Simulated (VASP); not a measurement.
# Be12H in VASP: single point with r2SCAN+D3(BJ)

Aim: the single point of Be12H with r2SCAN+D3(BJ).

All numbers are computed with VASP 6.6.1; they aren't measurements. Logs are shortened: lines on timing, memory, paths and dates and some standing lists are left out, and cuts for length are marked.

## Step 1: The cell of the first run

The cell holds a slab with vacuum, 13 atoms: a = 4.580 Å, b = 4.580 Å, c = 14.588 Å, α = 90.00°, β = 90.00°, γ = 60.00°.

## Step 2: Single point, r2SCAN+D3(BJ)

The input, POSCAR:

```
Be12H
1.0
    4.5800000000      0.0000000000      0.0000000000
    2.2900000000      3.9663960000      0.0000000000
    0.0000000000      0.0000000000     14.5884300000
Be H
12 1
Direct
    0.0000000000      0.0000000000      0.0685475000
    0.5000000000      0.0000000000      0.0685475000
    0.0000000000      0.5000000000      0.0685475000
    0.5000000000      0.5000000000      0.0685475000
   -0.1650645899      0.3323037295      0.1924902263
    0.3322381597      0.3371894633      0.1938387649
   -0.1600013380      0.8296042826      0.1937608869
    0.3319685364      0.8296975105      0.1937760028
    0.0038977768     -0.0068531706      0.3215890093
    0.5007349188     -0.0006064429      0.3125231786
    0.0040004810      0.5020411573      0.3215923341
    0.4953375156      0.5018945169      0.3216479365
    0.1675440056      0.6656486163      0.3812343800
```

The input, INCAR.step1:

```
SYSTEM = Be12H
ALGO = Normal
EDIFF = 1E-4
ENCUT = 520
GGA = PE
ISMEAR = -1
LASPH = .TRUE.
LCHARG = .FALSE.
LREAL = .FALSE.
LWAVE = .TRUE.
NBANDS = 24
NELM = 100
PREC = Accurate
SIGMA = 0.05
```

The input, INCAR.step2:

```
SYSTEM = Be12H
ALGO = Normal
EDIFF = 1E-6
ENCUT = 520
ISIF = 2
ISMEAR = -1
ISTART = 1
IVDW = 12
LASPH = .TRUE.
LCHARG = .TRUE.
LELF = .TRUE.
LMIXTAU = .TRUE.
LREAL = .FALSE.
LVHAR = .TRUE.
LWAVE = .FALSE.
METAGGA = R2SCAN
NBANDS = 24
NELM = 100
PREC = Accurate
SIGMA = 0.05
VDW_A1 = 0.49484001
VDW_A2 = 5.73083694
VDW_S6 = 1.0
VDW_S8 = 0.78981345
```

The input, KPOINTS:

```
k-points
0
G
  6 6 1
  0 0 0
```

Potentials or basis: VASP PAW PBE potentials, release 64 (Be, H).

Launch:

```bash
$ cat potpaw_PBE.64/Be/POTCAR potpaw_PBE.64/H/POTCAR > POTCAR
$ cp INCAR.step1 INCAR
$ mpirun -np 1 vasp_std > vasp.out
$ cp INCAR.step2 INCAR
$ mpirun -np 1 vasp_std > vasp.out
```

OUTCAR:

```text
SYSTEM = Be12H
   EDIFF = 1E-6
   ENCUT = 520
   ISIF = 2
   ISMEAR = -1
   ISTART = 1
   IVDW = 12
   LASPH = .TRUE.
   LREAL = .FALSE.
   METAGGA = R2SCAN
   NELM = 100
   PREC = Accurate
 IVDW          = 12

 ion  position               nearest neighbor table
   1  0.000  0.000  0.069-   5 2.24   7 2.25   8 2.25   3 2.29   3 2.29   4 2.29   4 2.29   2 2.29
                             2 2.29
   2  0.500  0.000  0.069-   6 2.26   8 2.27   7 2.27   4 2.29   3 2.29   4 2.29   3 2.29   1 2.29
                             1 2.29
   3  0.000  0.500  0.069-   5 2.24   7 2.25   6 2.25   1 2.29   1 2.29   2 2.29   2 2.29   4 2.29
                             4 2.29
   4  0.500  0.500  0.069-   5 2.24   8 2.25   6 2.25   2 2.29   1 2.29   2 2.29   1 2.29   3 2.29
                             3 2.29
   5  0.835  0.332  0.192-   1 2.24   3 2.24   4 2.24   6 2.29   8 2.29   7 2.29   7 2.29   8 2.29
                             6 2.29  11 2.31   9 2.31  12 2.32
   6  0.332  0.337  0.194-  10 2.19   4 2.25   3 2.25   7 2.25   8 2.26   2 2.26  12 2.27  11 2.27
                             5 2.29   5 2.29   8 2.32   7 2.33
   7  0.840  0.830  0.194-  10 2.19   3 2.25   1 2.25   8 2.25   6 2.25   2 2.27   9 2.27  11 2.27
                             5 2.29   5 2.29   6 2.33   8 2.33
   8  0.332  0.830  0.194-  10 2.19   4 2.25   1 2.25   7 2.25   6 2.26   2 2.27   9 2.27  12 2.27
                             5 2.29   5 2.29   6 2.32   7 2.33
   9  0.004  0.993  0.322-  13 1.56  11 2.25  12 2.25   7 2.27   8 2.27  10 2.29  10 2.29   5 2.31
                            12 2.33  11 2.33
  10  0.501  0.999  0.313-   6 2.19   8 2.19   7 2.19  11 2.29  12 2.29   9 2.29   9 2.29  12 2.29
                            11 2.30
  11  0.004  0.502  0.322-  13 1.56   9 2.25  12 2.25   7 2.27   6 2.27  10 2.29  10 2.30   5 2.31
                            12 2.33   9 2.33
  12  0.495  0.502  0.322-  13 1.56  11 2.25   9 2.25   6 2.27   8 2.27  10 2.29  10 2.29   5 2.32
                             9 2.33  11 2.33
  13  0.168  0.666  0.381-  11 1.56   9 1.56  12 1.56

  LATTYP: Found a hexagonal cell.
 ALAT       =     4.5799996975
 C/A-ratio  =     3.1852469353

  Lattice vectors:

 A1 = (  -2.2900000000,  -3.9663960000,   0.0000000000)
 A2 = (   4.5800000000,   0.0000000000,   0.0000000000)
 A3 = (   0.0000000000,   0.0000000000,  14.5884300000)

Analysis of symmetry for initial positions (statically):
=====================================================================
 Subroutine PRICEL returns:
 Original cell was already a primitive cell.

 Routine SETGRP: Setting up the symmetry group for a
 hexagonal supercell.

 Subroutine GETGRP returns: Found  1 space group operations
 (whereof  1 operations were pure point group operations)
 out of a pool of 24 trial point group operations.

The static configuration has the point symmetry C_1 .

Analysis of symmetry for dynamics (positions and initial velocities):
=====================================================================
 Subroutine PRICEL returns:
 Original cell was already a primitive cell.

 Routine SETGRP: Setting up the symmetry group for a
 hexagonal supercell.

 Subroutine GETGRP returns: Found  1 space group operations
 (whereof  1 operations were pure point group operations)
 out of a pool of 24 trial point group operations.

The dynamic configuration has the point symmetry C_1 .

 Subroutine INISYM returns: Found  1 space group operations
 (whereof  1 operations are pure point group operations),
 and found     1 'primitive' translations

----------------------------------------------------------------------------------------

                                     Primitive cell

  volume of cell :     265.0148

  direct lattice vectors                    reciprocal lattice vectors
     4.580000000  0.000000000  0.000000000     0.218340611 -0.126059022  0.000000000
     2.290000000  3.966396000  0.000000000     0.000000000  0.252118044  0.000000000
     0.000000000  0.000000000 14.588430000     0.000000000  0.000000000  0.068547472

  length of vectors
     4.580000000  4.579999697 14.588430000     0.252118027  0.252118044  0.068547472

[... 26 lines left out ...]
                10          10
                11          11
                12          12
                13          13

----------------------------------------------------------------------------------------

 KPOINTS: k-points

Automatic generation of k-mesh.
 Grid dimensions read from file:
 generate k-points for:    6    6    1

 Generating k-lattice:

  Cartesian coordinates                     Fractional coordinates (reciprocal lattice)
     0.036390102 -0.021009837  0.000000000     0.166666667 -0.000000000  0.000000000
     0.000000000  0.042019674  0.000000000     0.000000000  0.166666667  0.000000000
     0.000000000  0.000000000  0.068547472     0.000000000  0.000000000  1.000000000

  Length of vectors
     0.042019671  0.042019674  0.068547472

  Shift w.r.t. Gamma in fractional coordinates (k-lattice)
     0.000000000  0.000000000  0.000000000

 Subroutine IBZKPT returns following result:
 ===========================================

 Found     20 irreducible k-points:

 Following reciprocal coordinates:
            Coordinates               Weight
  0.000000  0.000000  0.000000      1.000000
  0.166667 -0.000000  0.000000      2.000000
  0.166667  0.166667  0.000000      2.000000
  0.000000  0.166667  0.000000      2.000000
  0.333333  0.000000  0.000000      2.000000
  0.333333  0.333333  0.000000      2.000000
[... 12 lines left out ...]
  0.500000 -0.333333  0.000000      2.000000
 -0.333333  0.333333  0.000000      2.000000
   k-points           NKPTS =     20   k-points in BZ     NKDIM =     20   number of bands    NBANDS=     24
   number of dos      NEDOS =    301   number of ions     NIONS =     13
   total plane-waves  NPLWV = 139968
   dimension x,y,z NGX =    36 NGY =   36 NGZ =  108
   dimension x,y,z NGXF=    72 NGYF=   72 NGZF=  216
   ions per type =              12   1
   NGX,Y,Z   is equivalent  to a cutoff of  13.07, 13.07, 12.31 a.u.
   NGXF,Y,Z  is equivalent  to a cutoff of  26.13, 26.13, 24.61 a.u.
 SYSTEM =  Be12H
   PREC   = accura    normal or accurate (medium, high low for compatibility)
   ISTART =      1    job   : 0-new  1-cont  2-samecut
   ICHARG =      0    charge: 1-file 2-atom 10-const
   ISPIN  =      1    spin polarized calculation?
   LNONCOLLINEAR =      F non collinear calculations
   LSORBIT =      F    spin-orbit coupling
   LASPH  =      T    aspherical Exc in radial PAW
   ENCUT  =  520.0 eV  38.22 Ry    6.18 a.u.   8.52  8.52 27.12*2*pi/ulx,y,z
   NELM   =    100;   NELMIN=  2; NELMDL=  0     # of ELM steps
   EDIFF  = 0.1E-05   stopping-criterion for ELM
   LREAL  =      F    real-space projection
[... 7 lines left out ...]
   TEBEG  =    0.0;   TEEND  =   0.0 temperature during run
   PSTRESS=    0.0 pullay stress
   NELECT =      25.0000    total number of electrons
   NUPDOWN=      -1.0000    fix difference up-down
   EMIN   =  10.00;   EMAX   =-10.00  energy-range for DOS
   EFERMI =   0.00;   METHOD = LEGACY
   ISMEAR =    -1;   SIGMA  =   0.05  broadening in eV -4-tet -1-fermi 0-gaus
   EFERMI_NEDOS =   21; number of points for ismear=-14 and -15
   IALGO  =     38    algorithm
   IMIX   =      4    mixing-type and parameters
     AMIX     =   0.40;   BMIX     =  1.00
     AMIX_MAG =   1.60;   BMIX_MAG =  1.00
  volume/ion in A,a.u.               =      20.39       137.57
  Fermi-wavevector in a.u.,A,eV,Ry     =   0.745243  1.408306  7.556509  0.555388
  Thomas-Fermi vector in A             =   1.840785
   LORBIT       =      0    0 simple, 1 ext, 2 COOP (PROOUT), +10 PAW based schemes
   METAGGA = R2SCAN    functional components
   LHFCALC =     F    Hartree Fock is set to
   AEXX    =    0.0000 exact exchange contribution
   IVDW    =    12    specifies the selected vdW correction
   LEPSILON=     F    determine dielectric tensor
   LRPA    =     F    only Hartree local field effects (RPA)
 non-spin polarized calculation
  energy-cutoff  :      520.00
  volume of cell :      265.01
 maximum number of plane-waves:      7165
 NGX is ok and might be reduce to    36
   NGX = 17   NGY = 17   NGZ = 55

 number of electron      25.0000000 magnetization

 Free energy of the ion-electron system (eV)
  ---------------------------------------------------
  ext. energy  EPLUGINS =         0.00000000
  ---------------------------------------------------
  free energy    TOTEN  =       -51.78013924 eV

  energy without entropy =      -51.75195904  energy(sigma->0) =      -51.76604914

 E-fermi :  -0.7314     XC(G=0):  -5.4367

 val. band max:       -0.8772371720   @ k =   0.0000   0.3333   0.0000
 cond. band min:      -0.6963058789   @ k =   0.5000  -0.3333   0.0000
 fundamental gap:      0.1809312931
 Fermi energy:        -0.7314321487

 k-point     1 :       0.0000    0.0000    0.0000
  band No.  band energies     occupation
      1     -11.2567      2.00000
      2      -9.3860      2.00000
      3      -6.9801      2.00000
      4      -4.5031      2.00000
      5      -4.4001      2.00000
      6      -4.3947      2.00000
[... 529 lines left out ...]
     23       7.2318      0.00000
     24       7.5156      0.00000

------------------------ aborting loop because EDIFF is reached ----------------------------------------

 Edisp (eV)   -1.14588

 E8    (eV) :    -0.3133

  FORCE on cell =-STRESS in cart. coord.  units (eV):
  Direction    XX          YY          ZZ          XY          YZ          ZX
  --------------------------------------------------------------------------------------
  -------------------------------------------------------------------------------------
  Total     -10.09300    -9.95732     0.07212     0.07210     0.05033    -0.03304
  in kB     -61.01841   -60.19812     0.43599     0.43586     0.30426    -0.19977
  external pressure =      -40.26 kB  Pullay stress =        0.00 kB

 VOLUME and BASIS-vectors are now :
 -----------------------------------------------------------------------------
  energy-cutoff  :      520.00
  volume of cell :      265.01
      direct lattice vectors                 reciprocal lattice vectors
     4.580000000  0.000000000  0.000000000     0.218340611 -0.126059022  0.000000000
     2.290000000  3.966396000  0.000000000     0.000000000  0.252118044  0.000000000
     0.000000000  0.000000000 14.588430000     0.000000000  0.000000000  0.068547472

 POSITION                                       TOTAL-FORCE (eV/Angst)
 -----------------------------------------------------------------------------------
      0.00000      0.00000      1.00000         0.005785     -0.110346     -0.032502
      2.29000      0.00000      1.00000         0.005166     -0.006692      0.032480
      1.14500      1.98320      1.00000         0.098062      0.044110     -0.031251
      3.43500      1.98320      1.00000        -0.083118      0.042828     -0.029396
      4.58498      1.31805      2.80813        -0.014292      0.004301      0.017839
      2.29381      1.33743      2.82780        -0.004191      0.017699      0.004062
      5.74699      3.29054      2.82667        -0.010976      0.009424      0.018431
      3.42042      3.29091      2.82689        -0.002500      0.002910      0.015427
      2.29216      3.93921      4.69148         0.002902      0.037445     -0.008117
      4.58198      3.96399      4.55922         0.005839     -0.014021      0.000739
      1.16800      1.99129      4.69153        -0.033873     -0.017108     -0.009296
      3.41798      1.99071      4.69234         0.027267     -0.012248     -0.012493
      2.29169      2.64023      5.56161         0.003930      0.001700      0.034075
 -----------------------------------------------------------------------------------
    total drift:                                0.000025     -0.000014      0.000037

  FREE ENERGIE OF THE ION-ELECTRON SYSTEM (eV)
  ---------------------------------------------------
  free  energy   TOTEN  =       -52.9260195871 eV

  energy  without entropy=      -52.8978393886  energy(sigma->0) =      -52.91192949
```

Run time: 22 min. Hardware: 1 thread of Intel Xeon 8259CL, shared host; peak memory 0.44 GiB.

Results:

| Quantity | Value |
| --- | --- |
| Free energy | -52.9260 eV |
| Largest force | 0.115 eV/Å |
| Band gap on the k mesh | zero (an odd number of electrons rules out a gap without spin polarisation) |
| Dispersion energy per atom | -0.088 eV |

Forces in eV/Å, atoms in the order of the input:
```
Be   0.006 -0.110 -0.033
Be   0.005 -0.007  0.032
Be   0.098  0.044 -0.031
Be  -0.083  0.043 -0.029
Be  -0.014  0.004  0.018
Be  -0.004  0.018  0.004
Be  -0.011  0.009  0.018
Be  -0.003  0.003  0.015
Be   0.003  0.037 -0.008
Be   0.006 -0.014  0.001
Be  -0.034 -0.017 -0.009
Be   0.027 -0.012 -0.012
H    0.004  0.002  0.034
```

Caveat: the PAW data sets were made with another functional, which shifts forces and pressure a little.
